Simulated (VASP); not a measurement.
# ZnSe (P6_3/mmc) in VASP: settings compared

Aim: see how the results for ZnSe move with the level of theory and the settings. Levels: r2SCAN, PBE. Tasks: single point.

Everything below comes from runs of VASP 6.6.1. Logs are shortened: lines on timing, memory, paths and dates and some standing lists are left out, and cuts for length are marked.

## 1. The cell of the first run

It takes space group P6_3/mmc (No. 194, hexagonal). Conventional cell: a = 3.817 Å, b = 3.817 Å, c = 6.193 Å, α = 90.00°, β = 90.00°, γ = 120.00°. Within 3.6 Å of Zn (site symmetry -3m) lie 6 Se at 2.69 Å and 2 Zn at 3.10 Å. Within 3.6 Å of Se (site symmetry -6m2) lie 6 Zn at 2.69 Å.

## 2. Single point, r2SCAN (volume changed by +3%)

File POSCAR:

```
ZnSe
1.0
    3.8170946692      0.0000000000      0.0000000000
   -1.9085473346      3.3057009522      0.0000000000
    0.0000000000      0.0000000000      6.1926132081
Zn Se
2 2
Direct
    0.0000000000      0.0000000000      0.0000000000
    0.0000000000      0.0000000000      0.5000000000
    0.3333333333      0.6666666667      0.2500000000
    0.6666666667      0.3333333333      0.7500000000
```

File INCAR.step1:

```
SYSTEM = ZnSe
  ALGO = Normal
  EDIFF = 1E-4
  ENCUT = 520
  GGA = PE
  ISMEAR = -1
  LASPH = .TRUE.
  LCHARG = .FALSE.
  LREAL = .FALSE.
  LWAVE = .TRUE.
  NBANDS = 26
  NELM = 80
  PREC = Accurate
  SIGMA = 0.02
```

File INCAR.step2:

```
SYSTEM = ZnSe
  ALGO = Normal
  EDIFF = 1E-6
  ENCUT = 520
  ISIF = 2
  ISMEAR = -1
  ISTART = 1
  LASPH = .TRUE.
  LCHARG = .FALSE.
  LMIXTAU = .TRUE.
  LREAL = .FALSE.
  LWAVE = .FALSE.
  METAGGA = R2SCAN
  NBANDS = 26
  NELM = 80
  PREC = Accurate
  SIGMA = 0.02
```

File KPOINTS:

```
k-points
0
G
  6 6 4
  0 0 0
```

Potentials or basis: VASP PAW PBE potentials, release 64 (Zn, Se).

Run with:

```sh
$ cat potpaw_PBE.64/Zn/POTCAR potpaw_PBE.64/Se/POTCAR > POTCAR
$ cp INCAR.step1 INCAR
$ mpirun -np 1 vasp_std > vasp.out
$ cp INCAR.step2 INCAR
$ mpirun -np 1 vasp_std > vasp.out
```

OUTCAR:

```text
SYSTEM = ZnSe
   EDIFF = 1E-6
   ENCUT = 520
   ISIF = 2
   ISMEAR = -1
   ISTART = 1
   LASPH = .TRUE.
   LREAL = .FALSE.
   METAGGA = R2SCAN
   NELM = 80
   PREC = Accurate

 ion  position               nearest neighbor table
   1  0.000  0.000  0.000-   3 2.69   4 2.69   4 2.69   3 2.69   4 2.69   3 2.69
   2  0.000  0.000  0.500-   3 2.69   4 2.69   4 2.69   3 2.69   4 2.69   3 2.69
   3  0.333  0.667  0.250-   1 2.69   2 2.69   1 2.69   2 2.69   1 2.69   2 2.69
   4  0.667  0.333  0.750-   1 2.69   2 2.69   1 2.69   2 2.69   1 2.69   2 2.69

  LATTYP: Found a hexagonal cell.
 ALAT       =     3.8170946692
 C/A-ratio  =     1.6223368150

  Lattice vectors:

 A1 = (   3.8170946692,   0.0000000000,   0.0000000000)
 A2 = (  -1.9085473346,   3.3057009522,   0.0000000000)
 A3 = (   0.0000000000,   0.0000000000,   6.1926132081)

Analysis of symmetry for initial positions (statically):
=====================================================================
 Subroutine PRICEL returns:
 Original cell was already a primitive cell.

 Routine SETGRP: Setting up the symmetry group for a
 hexagonal supercell.

 Subroutine GETGRP returns: Found 24 space group operations
 (whereof 12 operations were pure point group operations)
 out of a pool of 24 trial point group operations.

The static configuration has the point symmetry D_3d.
 The point group associated with its full space group is D_6h.

Analysis of symmetry for dynamics (positions and initial velocities):
=====================================================================
 Subroutine PRICEL returns:
 Original cell was already a primitive cell.

 Routine SETGRP: Setting up the symmetry group for a
 hexagonal supercell.

 Subroutine GETGRP returns: Found 24 space group operations
 (whereof 12 operations were pure point group operations)
 out of a pool of 24 trial point group operations.

The dynamic configuration has the point symmetry D_3d.
 The point group associated with its full space group is D_6h.

 Subroutine INISYM returns: Found 24 space group operations
 (whereof 12 operations are pure point group operations),
 and found     1 'primitive' translations

----------------------------------------------------------------------------------------

                                     Primitive cell

  volume of cell :      78.1395

  direct lattice vectors                    reciprocal lattice vectors
     3.817094669  0.000000000  0.000000000     0.261979355  0.151253851  0.000000000
    -1.908547335  3.305700952  0.000000000     0.000000000  0.302507702  0.000000000
     0.000000000  0.000000000  6.192613208     0.000000000  0.000000000  0.161482716

  length of vectors
     3.817094669  3.817094669  6.192613208     0.302507702  0.302507702  0.161482716

  position of ions in fractional coordinates (direct lattice)
     0.000000000  0.000000000  0.000000000
     0.000000000  0.000000000  0.500000000
     0.333333333  0.666666667  0.250000000
     0.666666667  0.333333333  0.750000000

  ion indices of the primitive-cell ions
   primitive index   ion index
                 1           1
                 2           2
                 3           3
                 4           4

----------------------------------------------------------------------------------------

 KPOINTS: k-points

Automatic generation of k-mesh.
 Grid dimensions read from file:
 generate k-points for:    6    6    4

 Generating k-lattice:

  Cartesian coordinates                     Fractional coordinates (reciprocal lattice)
     0.043663226  0.025208975  0.000000000     0.166666667  0.000000000  0.000000000
     0.000000000  0.050417950  0.000000000     0.000000000  0.166666667  0.000000000
     0.000000000  0.000000000  0.040370679     0.000000000  0.000000000  0.250000000

  Length of vectors
     0.050417950  0.050417950  0.040370679

  Shift w.r.t. Gamma in fractional coordinates (k-lattice)
     0.000000000  0.000000000  0.000000000

 Subroutine IBZKPT returns following result:
 ===========================================

 Found     21 irreducible k-points:

 Following reciprocal coordinates:
            Coordinates               Weight
  0.000000  0.000000  0.000000      1.000000
  0.166667  0.000000  0.000000      6.000000
  0.333333  0.000000  0.000000      6.000000
  0.500000  0.000000  0.000000      3.000000
  0.166667  0.166667  0.000000      6.000000
  0.333333  0.166667  0.000000     12.000000
[... 13 lines left out ...]
  0.333333  0.166667  0.500000     12.000000
  0.333333  0.333333  0.500000      2.000000
   k-points           NKPTS =     21   k-points in BZ     NKDIM =     21   number of bands    NBANDS=     26
   number of dos      NEDOS =    301   number of ions     NIONS =      4
   total plane-waves  NPLWV =  37632
   dimension x,y,z NGX =    28 NGY =   28 NGZ =   48
   dimension x,y,z NGXF=    56 NGYF=   56 NGZF=   96
   ions per type =               2   2
[... 63 lines left out ...]
 fundamental gap:      0.9534402055
 Fermi energy:         2.7772432922

 k-point     1 :       0.0000    0.0000    0.0000
  band No.  band energies     occupation
      1     -11.4402      2.00000
      2     -10.0495      2.00000
      3      -4.4221      2.00000
      4      -4.3431      2.00000
      5      -4.3430      2.00000
      6      -4.2455      2.00000
[... 18 lines left out ...]
     25      10.9412      0.00000
     26      11.3379      0.00000

 k-point     2 :       0.1667    0.0000    0.0000
  band No.  band energies     occupation
      1     -11.1958      2.00000
      2      -9.9644      2.00000
      3      -4.3344      2.00000
      4      -4.2572      2.00000
      5      -4.2552      2.00000
      6      -4.2336      2.00000
[... 18 lines left out ...]
     25      10.7507      0.00000
     26      11.4623      0.00000

 k-point     3 :       0.3333    0.0000    0.0000
  band No.  band energies     occupation
      1     -10.5795      2.00000
      2      -9.8265      2.00000
      3      -4.3481      2.00000
      4      -4.3424      2.00000
      5      -4.2436      2.00000
      6      -4.1608      2.00000
[... 18 lines left out ...]
     25      11.7452      0.00000
     26      12.6742      0.00000

 k-point     4 :       0.5000    0.0000    0.0000
  band No.  band energies     occupation
      1     -10.0639      2.00000
      2      -9.8948      2.00000
      3      -4.5862      2.00000
      4      -4.3563      2.00000
      5      -4.2954      2.00000
      6      -4.1843      2.00000
[... 18 lines left out ...]
     25      11.8887      0.00000
     26      14.4308      0.00000

 k-point     5 :       0.1667    0.1667    0.0000
  band No.  band energies     occupation
      1     -10.7625      2.00000
      2      -9.8470      2.00000
      3      -4.3714      2.00000
      4      -4.2477      2.00000
      5      -4.1555      2.00000
      6      -4.1206      2.00000
[... 18 lines left out ...]
     25      12.0879      0.00000
     26      12.6415      0.00000

 k-point     6 :       0.3333    0.1667    0.0000
  band No.  band energies     occupation
      1     -10.1596      2.00000
      2      -9.7994      2.00000
      3      -4.4846      2.00000
      4      -4.3062      2.00000
      5      -4.2323      2.00000
      6      -4.1831      2.00000
[... 340 lines left out ...]
 k-point    18 :       0.5000    0.0000    0.5000
  band No.  band energies     occupation
      1      -9.9678      2.00000
      2      -9.9678      2.00000
      3      -4.2070      2.00000
      4      -4.2070      2.00000
      5      -4.1754      2.00000
      6      -4.1754      2.00000
[... 18 lines left out ...]
     25      11.6687      0.00000
     26      11.6687      0.00000

 k-point    19 :       0.1667    0.1667    0.5000
  band No.  band energies     occupation
      1     -10.3418      2.00000
      2     -10.3418      2.00000
      3      -4.2684      2.00000
      4      -4.2684      2.00000
      5      -4.1988      2.00000
      6      -4.1988      2.00000
[... 18 lines left out ...]
     25      11.7806      0.00000
     26      11.7806      0.00000

 k-point    20 :       0.3333    0.1667    0.5000
  band No.  band energies     occupation
      1      -9.9758      2.00000
      2      -9.9758      2.00000
      3      -4.2490      2.00000
      4      -4.2490      2.00000
      5      -4.1728      2.00000
      6      -4.1728      2.00000
[... 18 lines left out ...]
     25      12.9366      0.00000
     26      12.9366      0.00000

 k-point    21 :       0.3333    0.3333    0.5000
  band No.  band energies     occupation
      1      -9.8473      2.00000
      2      -9.8473      2.00000
      3      -4.2963      2.00000
      4      -4.2963      2.00000
      5      -4.0907      2.00000
      6      -4.0907      2.00000
[... 18 lines left out ...]
     25      12.8088      0.00000
     26      12.8088      0.00000

------------------------ aborting loop because EDIFF is reached ----------------------------------------

  FORCE on cell =-STRESS in cart. coord.  units (eV):
  Direction    XX          YY          ZZ          XY          YZ          ZX
  --------------------------------------------------------------------------------------
  -------------------------------------------------------------------------------------
  Total       -0.9743179     -0.9743179     -1.0262236      0.0000000      0.0000000      0.0000000
  in kB      -19.9774845    -19.9774845    -21.0417637      0.0000000      0.0000000      0.0000000
  external PRESSURE =     -20.3322442 kB  Pullay stress =       0.0000000 kB

 VOLUME and BASIS-vectors are now :
 -----------------------------------------------------------------------------
  energy-cutoff  :      520.00
  volume of cell :       78.14
      direct lattice vectors                 reciprocal lattice vectors
     3.817094669  0.000000000  0.000000000     0.261979355  0.151253851  0.000000000
    -1.908547335  3.305700952  0.000000000     0.000000000  0.302507702  0.000000000
     0.000000000  0.000000000  6.192613208     0.000000000  0.000000000  0.161482716

 POSITION                                       TOTAL-FORCE (eV/Angst)
 -----------------------------------------------------------------------------------
      0.00000      0.00000      0.00000         0.000000      0.000000     -0.000000
      0.00000      0.00000      3.09631         0.000000      0.000000     -0.000000
     -0.00000      2.20380      1.54815        -0.000000     -0.000000      0.000000
      1.90855      1.10190      4.64446         0.000000      0.000000      0.000000
 -----------------------------------------------------------------------------------
    total drift:                               -0.000000     -0.000000      0.000000

  FREE ENERGIE OF THE ION-ELECTRON SYSTEM (eV)
  ---------------------------------------------------
  free  energy   TOTEN  =       -48.4544694825 eV

  energy  without entropy=      -48.4531737169  energy(sigma->0) =      -48.45382160
```

Wall time 2.3 min (1 thread of Intel Xeon Platinum 8259CL at 2.50GHz (Skylake/Cascade Lake), shared host); peak memory 0.21 GiB.

What came out:

```
Free energy : -48.4545 eV
Pressure    : -2.0 GPa
```

Caveat: the cell differs from its parent crystal (volume changed by +3%); the PAW data sets were made with another functional, which shifts forces and pressure a little.

## 3. Single point, r2SCAN (volume changed by +6%)

File POSCAR:

```
ZnSe
1.0
    3.8537997543      0.0000000000      0.0000000000
   -1.9268998771      3.3374884883      0.0000000000
    0.0000000000      0.0000000000      6.2521612189
Zn Se
2 2
Direct
    0.0000000000      0.0000000000      0.0000000000
    0.0000000000      0.0000000000      0.5000000000
    0.3333333333      0.6666666667      0.2500000000
    0.6666666667      0.3333333333      0.7500000000
```

File INCAR.step1:

```
PREC     = Accurate       # precision mode
ENCUT    = 520            # plane-wave cutoff, eV
ISMEAR   = -1             # smearing method
SIGMA    = 0.02           # smearing width, eV
LREAL    = F              # projectors in reciprocal space
LASPH    = T              # aspherical terms in the spheres
NELM     = 80             # most SCF steps
NBANDS   = 26             # bands
GGA      = PE             # functional
ALGO     = Normal         # electronic algorithm
EDIFF    = 1E-4           # SCF threshold, eV
LWAVE    = T              # write WAVECAR
LCHARG   = F              # write CHGCAR
```

File INCAR.step2:

```
PREC     = Accurate       # precision mode
ENCUT    = 520            # plane-wave cutoff, eV
EDIFF    = 1E-6           # SCF threshold, eV
ISMEAR   = -1             # smearing method
SIGMA    = 0.02           # smearing width, eV
LREAL    = F              # projectors in reciprocal space
LASPH    = T              # aspherical terms in the spheres
NELM     = 80             # most SCF steps
ALGO     = Normal         # electronic algorithm
ISIF     = 2              # what is computed and relaxed
LWAVE    = F              # write WAVECAR
LCHARG   = F              # write CHGCAR
METAGGA  = R2SCAN         # meta-GGA
LMIXTAU  = T            
NBANDS   = 26             # bands
ISTART   = 1
```

File KPOINTS:

```
regular mesh
0
Gamma
  6 6 4
```

Potentials or basis: VASP PAW PBE potentials, release 64 (Zn, Se).

Run with:

```sh
$ cat potpaw_PBE.64/Zn/POTCAR potpaw_PBE.64/Se/POTCAR > POTCAR
$ cp INCAR.step1 INCAR
$ mpirun -np 1 vasp_std > vasp.out
$ cp INCAR.step2 INCAR
$ mpirun -np 1 vasp_std > vasp.out
```

Run time: 3 min. Hardware: 1 thread of Intel Xeon Platinum 8259CL at 2.50GHz (Skylake/Cascade Lake), shared host; peak memory 0.22 GiB.

Results (log left out):

```
Free energy : -48.4104 eV
Pressure    : -4.0 GPa
```

Stress tensor (GPa, compression positive):
```
-3.95  0.00  0.00
 0.00 -3.95  0.00
 0.00  0.00 -4.19
```

Levels at points of the mesh, in eV from the Fermi level:
```tsv
k point	band 14	band 15	band 16	band 17	band 18	band 19	band 20	band 21	band 22	band 23
(0.00, 0.00, 0.00)	-0.60	-0.60	-0.39	-0.20	-0.20	0.77	3.53	6.56	6.56	7.54
(0.50, 0.00, 0.00)	-4.21	-3.44	-2.39	-2.15	-0.18	2.19	3.20	3.99	5.48	7.84
(0.00, 0.00, 0.50)	-3.78	-0.36	-0.36	-0.36	-0.36	3.16	3.16	6.59	6.59	6.59
(0.50, 0.00, 0.50)	-5.40	-1.54	-1.54	-1.46	-1.46	1.84	1.84	5.54	5.54	8.14
```

Caveat: the cell differs from its parent crystal (volume changed by +6%); the PAW data sets were made with another functional, which shifts forces and pressure a little.

## 4. Single point, PBE

This run uses another cell than the first one, of 18.97 Å³/atom, 0.971 times its volume.

File INCAR:

```
PREC = Accurate
ENCUT = 520
EDIFF = 1E-6
ISMEAR = -1
SIGMA = 0.02
LREAL = False
LASPH = True
NELM = 100
ALGO = Normal
ISIF = 2
LWAVE = False
LCHARG = False
GGA = PE
NBANDS = 26
```

File KPOINTS:

```
Automatic mesh
0
Gamma
  12 12 4
```

File POSCAR:

```
ZnSe
1.0
    3.7796697624      0.0000000000      0.0000000000
   -1.8898348812      3.2732900321      0.0000000000
    0.0000000000      0.0000000000      6.1318974040
Zn Se
2 2
Direct
    0.0000000000      0.0000000000      0.0000000000
    0.0000000000      0.0000000000      0.5000000000
    0.3333333333      0.6666666667      0.2500000000
    0.6666666667      0.3333333333      0.7500000000
```

Run with:

```sh
$ cat potpaw_PBE.64/Zn/POTCAR potpaw_PBE.64/Se/POTCAR > POTCAR
$ mpirun -np 1 vasp_std > vasp.out
```

Run time: 70 s. Hardware: 1 thread of Intel Xeon Platinum 8259CL at 2.50GHz (Skylake/Cascade Lake), shared host; peak memory 0.24 GiB.

The run converged. Its results:

```
Free energy            : -10.7720 eV
Pressure               : 2.4 GPa
Band gap on the k mesh : zero (band 18 reaches 3.32 eV, above the bottom of band 19 at 2.90 eV)
```

Levels at points of the mesh, in eV from the Fermi level:
```tsv
k point	band 16	band 17	band 18	band 19	band 20	band 21
(0.00, 0.00, 0.00)	-0.39	-0.15	-0.15	0.50	3.00	6.07
(0.50, 0.00, 0.00)	-2.54	-2.34	-0.12	2.06	2.83	3.45
(0.00, 0.00, 0.50)	-0.34	-0.34	-0.34	2.86	2.86	6.11
(0.50, 0.00, 0.50)	-1.61	-1.54	-1.54	1.50	1.50	5.03
```

## 5. Single point, r2SCAN

This run uses another cell than the first one, of 18.97 Å³/atom, 0.971 times its volume.

POSCAR is that of step 4.

File INCAR.step1:

```
PREC     = Accurate       # precision mode
ENCUT    = 520            # plane-wave cutoff, eV
ISMEAR   = -1             # smearing method
SIGMA    = 0.02           # smearing width, eV
LREAL    = False          # projectors in reciprocal space
LASPH    = True           # aspherical terms in the spheres
NELM     = 60             # most SCF steps
NBANDS   = 26             # bands
GGA      = PE             # functional
ALGO     = Normal         # electronic algorithm
EDIFF    = 1E-4           # SCF threshold, eV
LWAVE    = True           # write WAVECAR
LCHARG   = False          # write CHGCAR
```

File INCAR.step2:

```
PREC     = Accurate       # precision mode
ENCUT    = 520            # plane-wave cutoff, eV
EDIFF    = 1E-6           # SCF threshold, eV
ISMEAR   = -1             # smearing method
SIGMA    = 0.02           # smearing width, eV
LREAL    = False          # projectors in reciprocal space
LASPH    = True           # aspherical terms in the spheres
NELM     = 60             # most SCF steps
ALGO     = Normal         # electronic algorithm
ISIF     = 2              # what is computed and relaxed
LWAVE    = False          # write WAVECAR
LCHARG   = False          # write CHGCAR
METAGGA  = R2SCAN         # meta-GGA
LMIXTAU  = True         
NBANDS   = 26             # bands
ISTART   = 1
```

KPOINTS is that of step 4.

Run with:

```sh
$ cat potpaw_PBE.64/Zn/POTCAR potpaw_PBE.64/Se/POTCAR > POTCAR
$ cp INCAR.step1 INCAR
$ mpirun -np 1 vasp_std > vasp.out
$ cp INCAR.step2 INCAR
$ mpirun -np 1 vasp_std > vasp.out
```

Run time: 8.9 min. Hardware: 1 thread of Intel Xeon 8259CL, shared host; peak memory 0.26 GiB.

Results (log left out):

```yaml
Free_energy: -48.4802 eV
Pressure: 0.2 GPa
Band_gap_on_the_k_mesh: zero (band 18 reaches 3.04 eV, above the bottom of band 19 at 3.03 eV)
```

Stress tensor (GPa, compression positive):
```
0.22 0.00 0.00
0.00 0.22 0.00
0.00 0.00 0.14
```

Levels at points of the mesh, in eV from the Fermi level:
| k point | band 14 | band 15 | band 16 | band 17 | band 18 | band 19 | band 20 | band 21 | band 22 | band 23 |
| --- | --- | --- | --- | --- | --- | --- | --- | --- | --- | --- |
| (0.00, 0.00, 0.00) | -0.68 | -0.68 | -0.45 | -0.21 | -0.21 | 1.11 | 3.56 | 6.57 | 6.57 | 8.14 |
| (0.50, 0.00, 0.00) | -4.58 | -3.77 | -2.63 | -2.29 | -0.18 | 2.33 | 3.21 | 4.00 | 5.43 | 7.99 |
| (0.00, 0.00, 0.50) | -3.96 | -0.40 | -0.40 | -0.40 | -0.40 | 3.39 | 3.39 | 6.59 | 6.59 | 6.59 |
| (0.50, 0.00, 0.50) | -5.72 | -1.65 | -1.65 | -1.60 | -1.60 | 1.88 | 1.88 | 5.46 | 5.46 | 8.31 |

Caveat: the PAW data sets were made with another functional, which shifts forces and pressure a little.

## 6. Overview

| level | cell | k mesh | gap on the mesh (eV) | pressure (GPa) |
| --- | --- | --- | --- | --- |
| r2SCAN | a = 3.817, b = 3.817, c = 6.193 Å, angles 90.0, 90.0, 120.0°, 4 atoms | 6 × 6 × 4 | - | -2.0 |
| r2SCAN | a = 3.854, b = 3.854, c = 6.252 Å, angles 90.0, 90.0, 120.0°, 4 atoms | 6 × 6 × 4 | - | -4.0 |
| PBE | a = 3.780, b = 3.780, c = 6.132 Å, angles 90.0, 90.0, 120.0°, 4 atoms | 12 × 12 × 4 | none | 2.4 |
| r2SCAN | a = 3.780, b = 3.780, c = 6.132 Å, angles 90.0, 90.0, 120.0°, 4 atoms | 12 × 12 × 4 | none | 0.2 |

Alike in all rows: task single point; potentials or basis VASP PAW PBE potentials, release 64 (Zn, Se); no spin polarisation; cutoff (eV) 520; smearing fermi-dirac 0.02 eV.

Caveats: the PAW data sets were made with another functional, which shifts forces and pressure a little (some runs).

Total energies depend on the potentials used, so only differences within one code and one set of settings carry meaning.
